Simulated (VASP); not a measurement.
# Tl (P6_3/mmc) in VASP: notebook

Runs on Tl. Level: PBE. Tasks: single point, relaxation of cell and atoms.

All numbers are computed with VASP 6.6.1; they aren't measurements. Logs are shortened: lines on timing, memory, paths and dates and some standing lists are left out, and cuts for length are marked.

**1. The cell of the first run**

Symmetry: P6_3/mmc, No. 194, hexagonal system. The conventional cell has a = 3.471 Å, b = 3.471 Å, c = 5.398 Å, α = 90.00°, β = 90.00°, γ = 120.00°. Tl (site symmetry -6m2) has 12 Tl at 3.36 to 3.47 Å within 4.4 Å.

**2. Single point, PBE**

The input, INCAR:

```
  PREC = Accurate
  ENCUT = 520
  EDIFF = 1E-6
  ISMEAR = 0
  SIGMA = 0.1
  LREAL = False
  LASPH = True
  NELM = 80
  ALGO = Normal
  ISIF = 2
  LWAVE = False
  LCHARG = False
  GGA = PE
  NBANDS = 20
```

The input, KPOINTS:

```
regular mesh
0
Gamma
  6 6 4
```

The input, POSCAR:

```
Tl
1.0
    3.4705966729      0.0000000000      0.0000000000
   -1.7352983364      3.0056248850      0.0000000000
    0.0000000000      0.0000000000      5.3976795222
Tl
2
Direct
    0.3333333333      0.6666666667      0.2500000000
    0.6666666667      0.3333333333      0.7500000000
```

Potentials or basis: VASP PAW PBE potentials, release 64 (Tl_d).

Command:

```console
$ cat potpaw_PBE.64/Tl_d/POTCAR > POTCAR
$ mpirun -np 1 vasp_std > vasp.out
```

OUTCAR:

```text
PREC = Accurate
   ENCUT = 520
   EDIFF = 1E-6
   ISMEAR = 0
   LREAL = False
   LASPH = True
   NELM = 80
   ISIF = 2
   GGA = PE

 ion  position               nearest neighbor table
   1  0.333  0.667  0.250-   2 3.36   2 3.36   2 3.36   2 3.36   2 3.36   2 3.36
   2  0.667  0.333  0.750-   1 3.36   1 3.36   1 3.36   1 3.36   1 3.36   1 3.36

  LATTYP: Found a hexagonal cell.
 ALAT       =     3.4705966729
 C/A-ratio  =     1.5552598100

  Lattice vectors:

 A1 = (   3.4705966729,   0.0000000000,   0.0000000000)
 A2 = (  -1.7352983364,   3.0056248850,   0.0000000000)
 A3 = (   0.0000000000,   0.0000000000,   5.3976795222)

Analysis of symmetry for initial positions (statically):
=====================================================================
 Subroutine PRICEL returns:
 Original cell was already a primitive cell.

 Routine SETGRP: Setting up the symmetry group for a
 hexagonal supercell.

 Subroutine GETGRP returns: Found 24 space group operations
 (whereof 12 operations were pure point group operations)
 out of a pool of 24 trial point group operations.

The static configuration has the point symmetry D_3d.
 The point group associated with its full space group is D_6h.

Analysis of symmetry for dynamics (positions and initial velocities):
=====================================================================
 Subroutine PRICEL returns:
 Original cell was already a primitive cell.

 Routine SETGRP: Setting up the symmetry group for a
 hexagonal supercell.

 Subroutine GETGRP returns: Found 24 space group operations
 (whereof 12 operations were pure point group operations)
 out of a pool of 24 trial point group operations.

The dynamic configuration has the point symmetry D_3d.
 The point group associated with its full space group is D_6h.

 Subroutine INISYM returns: Found 24 space group operations
 (whereof 12 operations are pure point group operations),
 and found     1 'primitive' translations

----------------------------------------------------------------------------------------

                                     Primitive cell

  volume of cell :      56.3049

  direct lattice vectors                    reciprocal lattice vectors
     3.470596673  0.000000000  0.000000000     0.288134893  0.166354758  0.000000000
    -1.735298336  3.005624885  0.000000000     0.000000000  0.332709516  0.000000000
     0.000000000  0.000000000  5.397679522     0.000000000  0.000000000  0.185264797

  length of vectors
     3.470596673  3.470596673  5.397679522     0.332709516  0.332709516  0.185264797

  position of ions in fractional coordinates (direct lattice)
     0.333333333  0.666666667  0.250000000
     0.666666667  0.333333333  0.750000000

  ion indices of the primitive-cell ions
   primitive index   ion index
                 1           1
                 2           2

----------------------------------------------------------------------------------------

 KPOINTS: regular mesh

Automatic generation of k-mesh.
 Grid dimensions read from file:
 generate k-points for:    6    6    4

 Generating k-lattice:

  Cartesian coordinates                     Fractional coordinates (reciprocal lattice)
     0.048022482  0.027725793  0.000000000     0.166666667  0.000000000  0.000000000
     0.000000000  0.055451586  0.000000000     0.000000000  0.166666667  0.000000000
     0.000000000  0.000000000  0.046316199     0.000000000  0.000000000  0.250000000

  Length of vectors
     0.055451586  0.055451586  0.046316199

  Shift w.r.t. Gamma in fractional coordinates (k-lattice)
     0.000000000  0.000000000  0.000000000

 Subroutine IBZKPT returns following result:
 ===========================================

 Found     21 irreducible k-points:

 Following reciprocal coordinates:
            Coordinates               Weight
  0.000000  0.000000  0.000000      1.000000
  0.166667 -0.000000  0.000000      6.000000
  0.333333  0.000000  0.000000      6.000000
  0.500000 -0.000000  0.000000      3.000000
  0.166667  0.166667  0.000000      6.000000
  0.333333  0.166667  0.000000     12.000000
[... 13 lines left out ...]
  0.333333  0.166667  0.500000     12.000000
  0.333333  0.333333  0.500000      2.000000
   k-points           NKPTS =     21   k-points in BZ     NKDIM =     21   number of bands    NBANDS=     20
   number of dos      NEDOS =    301   number of ions     NIONS =      2
   total plane-waves  NPLWV =  31360
   dimension x,y,z NGX =    28 NGY =   28 NGZ =   40
   dimension x,y,z NGXF=    56 NGYF=   56 NGZF=   80
   ions per type =               2
   NGX,Y,Z   is equivalent  to a cutoff of  13.41, 13.41, 12.32 a.u.
   NGXF,Y,Z  is equivalent  to a cutoff of  26.82, 26.82, 24.64 a.u.
 SYSTEM =  unknown system
   PREC   = accura    normal or accurate (medium, high low for compatibility)
   ISTART =      0    job   : 0-new  1-cont  2-samecut
   ICHARG =      2    charge: 1-file 2-atom 10-const
   ISPIN  =      1    spin polarized calculation?
   LNONCOLLINEAR =      F non collinear calculations
   LSORBIT =      F    spin-orbit coupling
   LASPH  =      T    aspherical Exc in radial PAW
   ENCUT  =  520.0 eV  38.22 Ry    6.18 a.u.   6.45  6.45 10.04*2*pi/ulx,y,z
   NELM   =     80;   NELMIN=  2; NELMDL= -5     # of ELM steps
   EDIFF  = 0.1E-05   stopping-criterion for ELM
   LREAL  =      F    real-space projection
   EDIFFG = 0.1E-04   stopping-criterion for IOM
   NSW    =      0    number of steps for IOM
   IBRION =     -1    ionic relax: 0-MD 1-quasi-New 2-CG
   NFREE  =      0    steps in history (QN), initial steepest desc. (CG)
   ISIF   =      2    stress and relaxation
   ISYM   =      2    0-nonsym 1-usesym 2-fastsym
   POTIM  = 0.5000    time-step for ionic-motion
   TEBEG  =    0.0;   TEEND  =   0.0 temperature during run
   PSTRESS=    0.0 pullay stress
   NELECT =      26.0000    total number of electrons
   NUPDOWN=      -1.0000    fix difference up-down
   EMIN   =  10.00;   EMAX   =-10.00  energy-range for DOS
   EFERMI =   0.00;   METHOD = LEGACY
   ISMEAR =     0;   SIGMA  =   0.10  broadening in eV -4-tet -1-fermi 0-gaus
   EFERMI_NEDOS =   21; number of points for ismear=-14 and -15
   IALGO  =     38    algorithm
   IMIX   =      4    mixing-type and parameters
     AMIX     =   0.40;   BMIX     =  1.00
     AMIX_MAG =   1.60;   BMIX_MAG =  1.00
  volume/ion in A,a.u.               =      28.15       189.98
  Fermi-wavevector in a.u.,A,eV,Ry     =   1.265369  2.391201 21.785095  1.601159
  Thomas-Fermi vector in A             =   2.398626
   LORBIT       =      0    0 simple, 1 ext, 2 COOP (PROOUT), +10 PAW based schemes
   GGA     = PE    functional components
   LHFCALC =     F    Hartree Fock is set to
   AEXX    =    0.0000 exact exchange contribution
   IVDW    =     0    specifies the selected vdW correction
   LEPSILON=     F    determine dielectric tensor
   LRPA    =     F    only Hartree local field effects (RPA)
 non-spin polarized calculation
 Gauss-broadening in eV      SIGMA  =   0.10
  energy-cutoff  :      520.00
  volume of cell :       56.30
 maximum number of plane-waves:      1532
 NGX is ok and might be reduce to    28
   NGX = 13   NGY = 13   NGZ = 21

 number of electron      25.9999998 magnetization

 Free energy of the ion-electron system (eV)
  ---------------------------------------------------
  ext. energy  EPLUGINS =         0.00000000
  ---------------------------------------------------
  free energy    TOTEN  =        -4.34224885 eV

  energy without entropy =       -4.33572330  energy(sigma->0) =       -4.33898607

 E-fermi :   6.9353     XC(G=0): -10.2712

 val. band max:        6.9342744248   @ k =   0.3333   0.3333   0.5000
 cond. band min:       6.9653359164   @ k =   0.1667  -0.0000   0.2500
 fundamental gap:      0.0310614916
 Fermi energy:         6.9352816348

 k-point     1 :       0.0000    0.0000    0.0000
  band No.  band energies     occupation
      1      -5.1107      2.00000
      2      -4.8393      2.00000
      3      -4.8393      2.00000
      4      -4.8389      2.00000
      5      -4.7779      2.00000
      6      -4.7779      2.00000
[... 12 lines left out ...]
     19      17.3839      0.00000
     20      18.4781      0.00000

 k-point     2 :       0.1667   -0.0000    0.0000
  band No.  band energies     occupation
      1      -5.0634      2.00000
      2      -4.9109      2.00000
      3      -4.8278      2.00000
      4      -4.8135      2.00000
      5      -4.7883      2.00000
      6      -4.7304      2.00000
[... 12 lines left out ...]
     19      17.1339      0.00000
     20      18.6766      0.00000

 k-point     3 :       0.3333    0.0000    0.0000
  band No.  band energies     occupation
      1      -5.1623      2.00000
      2      -4.9926      2.00000
      3      -4.9318      2.00000
      4      -4.9017      2.00000
      5      -4.7134      2.00000
      6      -4.6093      2.00000
[... 12 lines left out ...]
     19      15.7725      0.00000
     20      17.0494      0.00000

 k-point     4 :       0.5000   -0.0000    0.0000
  band No.  band energies     occupation
      1      -5.2250      2.00000
      2      -5.0843      2.00000
      3      -4.9752      2.00000
      4      -4.9414      2.00000
      5      -4.6564      2.00000
      6      -4.6533      2.00000
[... 12 lines left out ...]
     19      15.0855      0.00000
     20      16.5004      0.00000

 k-point     5 :       0.1667    0.1667    0.0000
  band No.  band energies     occupation
      1      -5.0079      2.00000
      2      -4.9854      2.00000
      3      -4.9572      2.00000
      4      -4.8667      2.00000
      5      -4.7221      2.00000
      6      -4.6353      2.00000
[... 12 lines left out ...]
     19      16.1076      0.00000
     20      17.9246      0.00000

 k-point     6 :       0.3333    0.1667    0.0000
  band No.  band energies     occupation
      1      -5.1036      2.00000
      2      -5.0891      2.00000
      3      -4.9077      2.00000
      4      -4.8869      2.00000
      5      -4.6757      2.00000
      6      -4.6579      2.00000
[... 12 lines left out ...]
     19      14.8408      0.00000
     20      17.7219      0.00000

 k-point     7 :       0.3333    0.3333    0.0000
  band No.  band energies     occupation
      1      -5.1615      2.00000
      2      -4.8898      2.00000
      3      -4.8898      2.00000
      4      -4.7883      2.00000
      5      -4.7883      2.00000
      6      -4.7357      2.00000
[... 12 lines left out ...]
     19      13.4026      0.00000
     20      22.1473      0.00000
[... 208 lines left out ...]
 k-point    17 :       0.3333    0.0000    0.5000
  band No.  band energies     occupation
      1      -5.0693      2.00000
      2      -5.0693      2.00000
      3      -4.9458      2.00000
      4      -4.9458      2.00000
      5      -4.6741      2.00000
      6      -4.6741      2.00000
[... 12 lines left out ...]
     19      15.5811      0.00000
     20      15.5811      0.00000

 k-point    18 :       0.5000   -0.0000    0.5000
  band No.  band energies     occupation
      1      -5.1034      2.00000
      2      -5.1034      2.00000
      3      -5.0385      2.00000
      4      -5.0385      2.00000
      5      -4.6510      2.00000
      6      -4.6510      2.00000
[... 12 lines left out ...]
     19      15.4941      0.00000
     20      15.4941      0.00000

 k-point    19 :       0.1667    0.1667    0.5000
  band No.  band energies     occupation
      1      -5.0238      2.00000
      2      -5.0238      2.00000
      3      -4.8362      2.00000
      4      -4.8362      2.00000
      5      -4.7316      2.00000
      6      -4.7316      2.00000
[... 12 lines left out ...]
     19      18.2633      0.00000
     20      18.2633      0.00000

 k-point    20 :       0.3333    0.1667    0.5000
  band No.  band energies     occupation
      1      -5.0698      2.00000
      2      -5.0698      2.00000
      3      -4.9046      2.00000
      4      -4.9046      2.00000
      5      -4.6944      2.00000
      6      -4.6944      2.00000
[... 12 lines left out ...]
     19      18.0068      0.00000
     20      18.0068      0.00000

 k-point    21 :       0.3333    0.3333    0.5000
  band No.  band energies     occupation
      1      -5.0480      2.00000
      2      -5.0480      2.00000
      3      -4.7975      2.00000
      4      -4.7975      2.00000
      5      -4.6681      2.00000
      6      -4.6681      2.00000
[... 12 lines left out ...]
     19      18.0335      0.00000
     20      18.0335      0.00000

------------------------ aborting loop because EDIFF is reached ----------------------------------------

  FORCE on cell =-STRESS in cart. coord.  units (eV):
  Direction    XX          YY          ZZ          XY          YZ          ZX
  --------------------------------------------------------------------------------------
  -------------------------------------------------------------------------------------
  Total        1.0222459      1.0222459      1.7917268      0.0000000      0.0000000      0.0000000
  in kB       29.0884061     29.0884061     50.9842875      0.0000000      0.0000000      0.0000000
  external PRESSURE =      36.3870332 kB  Pullay stress =       0.0000000 kB

 VOLUME and BASIS-vectors are now :
 -----------------------------------------------------------------------------
  energy-cutoff  :      520.00
  volume of cell :       56.30
      direct lattice vectors                 reciprocal lattice vectors
     3.470596673  0.000000000  0.000000000     0.288134893  0.166354758  0.000000000
    -1.735298336  3.005624885  0.000000000     0.000000000  0.332709516  0.000000000
     0.000000000  0.000000000  5.397679522     0.000000000  0.000000000  0.185264797

 POSITION                                       TOTAL-FORCE (eV/Angst)
 -----------------------------------------------------------------------------------
     -0.00000      2.00375      1.34942         0.000000     -0.000000      0.000000
      1.73530      1.00187      4.04826        -0.000000      0.000000      0.000000
 -----------------------------------------------------------------------------------
    total drift:                               -0.000000      0.000000      0.000000

  FREE ENERGIE OF THE ION-ELECTRON SYSTEM (eV)
  ---------------------------------------------------
  free  energy   TOTEN  =        -4.3422488513 eV

  energy  without entropy=       -4.3357232985  energy(sigma->0) =       -4.33898607
```

Run time: 34 s. Hardware: 1 thread of Oxide Virtual Turin-like, shared host; peak memory 0.14 GiB.

Results:

- Free energy: -4.3422 eV
- Pressure: 3.6 GPa
- Band gap on the k mesh: zero (band 13 reaches 10.56 eV, above the bottom of band 14 at 4.41 eV)

Caveat: spin-orbit coupling is left out, which moves the levels of the heavy elements.

**3. Single point, PBE**

This run uses another cell than the first one, of 31.45 Å³/atom, 1.117 times its volume.

The input, INCAR:

```
PREC = Accurate
ENCUT = 520
EDIFF = 1E-6
ISMEAR = 0
SIGMA = 0.1
LREAL = False
LASPH = True
NELM = 100
ALGO = Fast
ISIF = 2
LWAVE = False
LCHARG = False
GGA = PE
NBANDS = 20
```

The input, KPOINTS:

```
Automatic mesh
0
Gamma
  15 15 8
```

The input, POSCAR:

```
Tl
1.0
    3.6113033975      0.0000000000      0.0000000000
   -1.8056516987      3.1274804830      0.0000000000
    0.0000000000      0.0000000000      5.5690252396
Tl
2
Direct
    0.3333333333      0.6666666667      0.2500000000
    0.6666666667      0.3333333333      0.7500000000
```

Potentials or basis: VASP PAW PBE potentials, release 64 (Tl_d).

Command:

```console
$ cat potpaw_PBE.64/Tl_d/POTCAR > POTCAR
$ mpirun -np 1 vasp_std > vasp.out
```

It took 3.1 min on 1 thread of Oxide Virtual Turin-like, shared host; peak memory 0.24 GiB.

The run converged. Its results:

* Free energy: -4.4546 eV
* Pressure: -0.1 GPa
* Band gap on the k mesh: zero (band 13 reaches 9.15 eV, above the bottom of band 14 at 3.72 eV)

Levels at points of the mesh, in eV from the Fermi level:
| k point | band 11 | band 12 | band 13 | band 14 | band 15 | band 16 |
| --- | --- | --- | --- | --- | --- | --- |
| (0.00, 0.00, 0.00) | -9.46 | -4.86 | -2.38 | 6.94 | 6.94 | 8.92 |
| (0.00, 0.00, 0.50) | -8.10 | -8.10 | 3.48 | 3.48 | 7.90 | 7.90 |

Caveat: spin-orbit coupling is left out, which moves the levels of the heavy elements.

(Part 1 of 2 ends here.)
